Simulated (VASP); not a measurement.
# Si3Sn (P4/nmm) in VASP: single point with PBE

Aim: the single point of Si3Sn with PBE.

Program: VASP 6.6.1. These are calculated values, not measurements. Logs are shortened: lines on timing, memory, paths and dates and some standing lists are left out, and cuts for length are marked.

## 1. The cell of the first run

Symmetry: P4/nmm, No. 129, tetragonal system. The conventional cell has a = 5.024 Å, b = 5.024 Å, c = 6.569 Å, α = 90.00°, β = 90.00°, γ = 90.00°. Si (site symmetry 2mm) has 3 Si at 2.35 to 2.56 Å and 2 Sn at 2.72 Å within 3.1 Å. Within 3.4 Å of Si (site symmetry 4mm) lie 4 Si at 2.56 Å and 1 Sn at 2.66 Å. Sn (site symmetry 4mm) has 9 Si at 2.66 to 3.59 Å within 3.6 Å.

## 2. Single point, PBE

INCAR reads:

```
PREC = Accurate
ENCUT = 500
EDIFF = 1E-6
ISMEAR = 0
SIGMA = 0.1
LREAL = False
LASPH = True
NELM = 120
ALGO = Normal
ISIF = 2
LWAVE = False
LCHARG = False
GGA = PE
NBANDS = 36
GGA_COMPAT = False
```

KPOINTS reads:

```
Automatic mesh
0
Gamma
  8 8 6
```

POSCAR reads:

```
Si3Sn
1.0
    5.0235028654      0.0000000000      0.0000000000
    0.0000000000      5.0235028654      0.0000000000
    0.0000000000      0.0000000000      6.5688637274
Si Sn
6 2
Direct
    0.0000000000      0.0000000000      0.8211813049
    0.5000000000      0.0000000000      0.7445615674
    0.5000000000      0.5000000000      0.1788186951
    0.5000000000      0.5000000000      0.8211813049
    0.0000000000      0.0000000000      0.1788186951
    0.0000000000      0.5000000000      0.2554384326
    0.0000000000      0.5000000000      0.6605065006
    0.5000000000      0.0000000000      0.3394934994
```

Potentials or basis: VASP PAW PBE potentials, release 64 (Si, Sn_d).

Launch:

```sh
cat potpaw_PBE.64/Si/POTCAR potpaw_PBE.64/Sn_d/POTCAR > POTCAR
mpirun -np 1 vasp_std > vasp.out
```

OUTCAR:

```text
PREC = Accurate
   ENCUT = 500
   EDIFF = 1E-6
   ISMEAR = 0
   LREAL = False
   LASPH = True
   NELM = 120
   ISIF = 2
   GGA = PE

 ion  position               nearest neighbor table
   1  0.000  0.000  0.821-   5 2.35   2 2.56   2 2.56   7 2.72   7 2.72
   2  0.500  0.000  0.745-   1 2.56   4 2.56   4 2.56   1 2.56   8 2.66
   3  0.500  0.500  0.179-   4 2.35   6 2.56   6 2.56   8 2.72   8 2.72
   4  0.500  0.500  0.821-   3 2.35   2 2.56   2 2.56   7 2.72   7 2.72
   5  0.000  0.000  0.179-   1 2.35   6 2.56   6 2.56   8 2.72   8 2.72
   6  0.000  0.500  0.255-   3 2.56   5 2.56   5 2.56   3 2.56   7 2.66
   7  0.000  0.500  0.661-   6 2.66   4 2.72   1 2.72   1 2.72   4 2.72
   8  0.500  0.000  0.339-   2 2.66   3 2.72   5 2.72   3 2.72   5 2.72

  LATTYP: Found a simple tetragonal cell.
 ALAT       =     5.0235028654
 C/A-ratio  =     1.3076261532

  Lattice vectors:

 A1 = (   5.0235028654,   0.0000000000,   0.0000000000)
 A2 = (   0.0000000000,   5.0235028654,   0.0000000000)
 A3 = (   0.0000000000,   0.0000000000,   6.5688637274)

Analysis of symmetry for initial positions (statically):
=====================================================================
 Subroutine PRICEL returns:
 Original cell was already a primitive cell.

 Routine SETGRP: Setting up the symmetry group for a
 simple tetragonal supercell.

 Subroutine GETGRP returns: Found 16 space group operations
 (whereof  8 operations were pure point group operations)
 out of a pool of 16 trial point group operations.

The static configuration has the point symmetry D_2d.
 The point group associated with its full space group is D_4h.

Analysis of symmetry for dynamics (positions and initial velocities):
=====================================================================
 Subroutine PRICEL returns:
 Original cell was already a primitive cell.

 Routine SETGRP: Setting up the symmetry group for a
 simple tetragonal supercell.

 Subroutine GETGRP returns: Found 16 space group operations
 (whereof  8 operations were pure point group operations)
 out of a pool of 16 trial point group operations.

The dynamic configuration has the point symmetry D_2d.
 The point group associated with its full space group is D_4h.

 Subroutine INISYM returns: Found 16 space group operations
 (whereof  8 operations are pure point group operations),
 and found     1 'primitive' translations

----------------------------------------------------------------------------------------

                                     Primitive cell

  volume of cell :     165.7691

  direct lattice vectors                    reciprocal lattice vectors
     5.023502865  0.000000000  0.000000000     0.199064284  0.000000000  0.000000000
     0.000000000  5.023502865  0.000000000     0.000000000  0.199064284  0.000000000
     0.000000000  0.000000000  6.568863727     0.000000000  0.000000000  0.152233330

  length of vectors
     5.023502865  5.023502865  6.568863727     0.199064284  0.199064284  0.152233330

  position of ions in fractional coordinates (direct lattice)
     0.000000000  0.000000000  0.821181305
     0.500000000  0.000000000  0.744561567
     0.500000000  0.500000000  0.178818695
     0.500000000  0.500000000  0.821181305
     0.000000000  0.000000000  0.178818695
     0.000000000  0.500000000  0.255438433
     0.000000000  0.500000000  0.660506501
     0.500000000  0.000000000  0.339493499

  ion indices of the primitive-cell ions
   primitive index   ion index
                 1           1
                 2           2
                 3           3
                 4           4
                 5           5
                 6           6
                 7           7
                 8           8

----------------------------------------------------------------------------------------

 KPOINTS: Automatic mesh

Automatic generation of k-mesh.
 Grid dimensions read from file:
 generate k-points for:    8    8    6

 Generating k-lattice:

  Cartesian coordinates                     Fractional coordinates (reciprocal lattice)
     0.024883035  0.000000000  0.000000000     0.125000000  0.000000000  0.000000000
     0.000000000  0.024883035  0.000000000     0.000000000  0.125000000  0.000000000
     0.000000000  0.000000000  0.025372222     0.000000000  0.000000000  0.166666667

  Length of vectors
     0.024883035  0.024883035  0.025372222

  Shift w.r.t. Gamma in fractional coordinates (k-lattice)
     0.000000000  0.000000000  0.000000000

 Subroutine IBZKPT returns following result:
 ===========================================

 Found     60 irreducible k-points:

 Following reciprocal coordinates:
            Coordinates               Weight
  0.000000  0.000000  0.000000      1.000000
  0.125000  0.000000  0.000000      4.000000
  0.250000  0.000000  0.000000      4.000000
  0.375000  0.000000  0.000000      4.000000
  0.500000  0.000000  0.000000      2.000000
  0.125000  0.125000  0.000000      4.000000
[... 16 lines left out ...]
  0.375000  0.125000  0.166667     16.000000
  0.500000  0.125000  0.166667      8.000000
 [... further k-points ...]
   k-points           NKPTS =     60   k-points in BZ     NKDIM =     60   number of bands    NBANDS=     36
   number of dos      NEDOS =    301   number of ions     NIONS =      8
   total plane-waves  NPLWV =  76800
   dimension x,y,z NGX =    40 NGY =   40 NGZ =   48
   dimension x,y,z NGXF=    80 NGYF=   80 NGZF=   96
   ions per type =               6   2
   NGX,Y,Z   is equivalent  to a cutoff of  13.24, 13.24, 12.15 a.u.
   NGXF,Y,Z  is equivalent  to a cutoff of  26.47, 26.47, 24.30 a.u.
 SYSTEM =  unknown system
   PREC   = accura    normal or accurate (medium, high low for compatibility)
   ISTART =      0    job   : 0-new  1-cont  2-samecut
   ICHARG =      2    charge: 1-file 2-atom 10-const
   ISPIN  =      1    spin polarized calculation?
   LNONCOLLINEAR =      F non collinear calculations
   LSORBIT =      F    spin-orbit coupling
   LASPH  =      T    aspherical Exc in radial PAW
   ENCUT  =  500.0 eV  36.75 Ry    6.06 a.u.   9.16  9.16 11.98*2*pi/ulx,y,z
   NELM   =    120;   NELMIN=  2; NELMDL= -5     # of ELM steps
   EDIFF  = 0.1E-05   stopping-criterion for ELM
   LREAL  =      F    real-space projection
   EDIFFG = 0.1E-04   stopping-criterion for IOM
   NSW    =      0    number of steps for IOM
   IBRION =     -1    ionic relax: 0-MD 1-quasi-New 2-CG
   NFREE  =      0    steps in history (QN), initial steepest desc. (CG)
   ISIF   =      2    stress and relaxation
   ISYM   =      2    0-nonsym 1-usesym 2-fastsym
   POTIM  = 0.5000    time-step for ionic-motion
   TEBEG  =    0.0;   TEEND  =   0.0 temperature during run
   PSTRESS=    0.0 pullay stress
   NELECT =      52.0000    total number of electrons
   NUPDOWN=      -1.0000    fix difference up-down
   EMIN   =  10.00;   EMAX   =-10.00  energy-range for DOS
   EFERMI =   0.00;   METHOD = LEGACY
   ISMEAR =     0;   SIGMA  =   0.10  broadening in eV -4-tet -1-fermi 0-gaus
   EFERMI_NEDOS =   21; number of points for ismear=-14 and -15
   IALGO  =     38    algorithm
   IMIX   =      4    mixing-type and parameters
     AMIX     =   0.40;   BMIX     =  1.00
     AMIX_MAG =   1.60;   BMIX_MAG =  1.00
  volume/ion in A,a.u.               =      20.72       139.83
  Fermi-wavevector in a.u.,A,eV,Ry     =   1.112350  2.102037 16.834792  1.237322
  Thomas-Fermi vector in A             =   2.248923
   LORBIT       =      0    0 simple, 1 ext, 2 COOP (PROOUT), +10 PAW based schemes
   GGA     = PE    functional components
   LHFCALC =     F    Hartree Fock is set to
   AEXX    =    0.0000 exact exchange contribution
   IVDW    =     0    specifies the selected vdW correction
   LEPSILON=     F    determine dielectric tensor
   LRPA    =     F    only Hartree local field effects (RPA)
 non-spin polarized calculation
 Gauss-broadening in eV      SIGMA  =   0.10
  energy-cutoff  :      500.00
  volume of cell :      165.77
 maximum number of plane-waves:      4248
 NGX is ok and might be reduce to    40
   NGX = 19   NGY = 19   NGZ = 23

 number of electron      52.0000018 magnetization

 Free energy of the ion-electron system (eV)
  ---------------------------------------------------
  ext. energy  EPLUGINS =         0.00000000
  ---------------------------------------------------
  free energy    TOTEN  =       -37.42402064 eV

  energy without entropy =      -37.40246458  energy(sigma->0) =      -37.41324261

 E-fermi :   7.0533     XC(G=0): -10.0388

 val. band max:        7.0427858639   @ k =   0.3750   0.2500   0.1667
 cond. band min:       7.0653683176   @ k =   0.3750   0.2500   0.5000
 fundamental gap:      0.0225824537
 Fermi energy:         7.0532786663

 k-point     1 :       0.0000    0.0000    0.0000
  band No.  band energies     occupation
      1     -14.2417      2.00000
      2     -14.2319      2.00000
      3     -14.1969      2.00000
      4     -14.1825      2.00000
      5     -14.1731      2.00000
      6     -14.1687      2.00000
[... 28 lines left out ...]
     35      11.7863      0.00000
     36      11.8689      0.00000

 k-point     2 :       0.1250    0.0000    0.0000
  band No.  band energies     occupation
      1     -14.2407      2.00000
      2     -14.2317      2.00000
      3     -14.1968      2.00000
      4     -14.1838      2.00000
      5     -14.1731      2.00000
      6     -14.1679      2.00000
[... 28 lines left out ...]
     35      11.5121      0.00000
     36      11.5454      0.00000
[... 817 lines left out ...]
     35      11.4517      0.00000
     36      11.9678      0.00000

 k-point    24 :       0.5000    0.1250    0.1667
  band No.  band energies     occupation
      1     -14.2321      2.00000
      2     -14.2321      2.00000
      3     -14.1928      2.00000
      4     -14.1928      2.00000
      5     -14.1694      2.00000
      6     -14.1694      2.00000
[... 28 lines left out ...]
     35      12.1038      0.00000
     36      12.1038      0.00000

 [... further k-points ...]

------------------------ aborting loop because EDIFF is reached ----------------------------------------

  FORCE on cell =-STRESS in cart. coord.  units (eV):
  Direction    XX          YY          ZZ          XY          YZ          ZX
  --------------------------------------------------------------------------------------
  -------------------------------------------------------------------------------------
  Total       -0.0676994     -0.0676994     -0.0753491      0.0000000      0.0000000      0.0000000
  in kB       -0.6543220     -0.6543220     -0.7282582      0.0000000      0.0000000      0.0000000
  external PRESSURE =      -0.6789674 kB  Pullay stress =       0.0000000 kB

 VOLUME and BASIS-vectors are now :
 -----------------------------------------------------------------------------
  energy-cutoff  :      500.00
  volume of cell :      165.77
      direct lattice vectors                 reciprocal lattice vectors
     5.023502865  0.000000000  0.000000000     0.199064284  0.000000000  0.000000000
     0.000000000  5.023502865  0.000000000     0.000000000  0.199064284  0.000000000
     0.000000000  0.000000000  6.568863727     0.000000000  0.000000000  0.152233330

 POSITION                                       TOTAL-FORCE (eV/Angst)
 -----------------------------------------------------------------------------------
      0.00000      0.00000      5.39423         0.000000      0.000000      0.005638
      2.51175      0.00000      4.89092         0.000000     -0.000000     -0.006286
      2.51175      2.51175      1.17464         0.000000     -0.000000     -0.005638
      2.51175      2.51175      5.39423         0.000000      0.000000      0.005638
      0.00000      0.00000      1.17464         0.000000     -0.000000     -0.005638
      0.00000      2.51175      1.67794         0.000000      0.000000      0.006286
      0.00000      2.51175      4.33878        -0.000000      0.000000     -0.001916
      2.51175      0.00000      2.23009         0.000000      0.000000      0.001916
 -----------------------------------------------------------------------------------
    total drift:                               -0.000000      0.000000      0.000000

  FREE ENERGIE OF THE ION-ELECTRON SYSTEM (eV)
  ---------------------------------------------------
  free  energy   TOTEN  =       -37.4240206397 eV

  energy  without entropy=      -37.4024645814  energy(sigma->0) =      -37.41324261
```

Run time: 6.6 min. Hardware: 1 thread of Oxide Virtual Turin-like, shared host; peak memory 0.39 GiB.

What came out:

```yaml
Free_energy: -37.4240 eV
Pressure: -0.1 GPa
Largest_force: 0.006 eV/Å
Band_gap_on_the_k_mesh: zero (bands 26 and 27 overlap by 2.58 eV)
```

Forces in eV/Å, atoms in the order of the input:
```
Si   0.000  0.000  0.006
Si   0.000  0.000 -0.006
Si   0.000  0.000 -0.006
Si   0.000  0.000  0.006
Si   0.000  0.000 -0.006
Si   0.000  0.000  0.006
Sn   0.000  0.000 -0.002
Sn   0.000  0.000  0.002
```

Caveat: spin-orbit coupling is left out, which moves the levels of the heavy elements.

The gap in the log of VASP goes by the Fermi energy; the results here count the filled bands.